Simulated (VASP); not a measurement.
Input of a VASP 6.6.1 run:

INCAR

```
SYSTEM = Ag
PREC = Accurate ; ENCUT = 520
EDIFF = 1E-6 ; ISMEAR = -1
SIGMA = 0.02 ; LREAL = .False.
LASPH = .True. ; NELM = 80
ALGO = Normal ; ISIF = 2
LWAVE = .False. ; LCHARG = .False.
GGA = PE ; NBANDS = 12
```

The input KPOINTS:

```
Automatic mesh
0
Gamma
  10 10 10
  0 0 0
```

The input POSCAR:

```
Ag
1.0
    0.0000000000      2.0539609151      2.0539609151
    2.0539609151      0.0000000000      2.0539609151
    2.0539609151      2.0539609151      0.0000000000
Ag
1
Direct
    0.0000000000      0.0000000000      0.0000000000
```

Potentials or basis: VASP PAW PBE potentials, release 64 (Ag).

Launch:

```sh
$ cat potpaw_PBE.64/Ag/POTCAR > POTCAR
$ mpirun -np 1 vasp_std > vasp.out
```

Question: What does it give for the pressure?

Answer: 3.0 GPa.
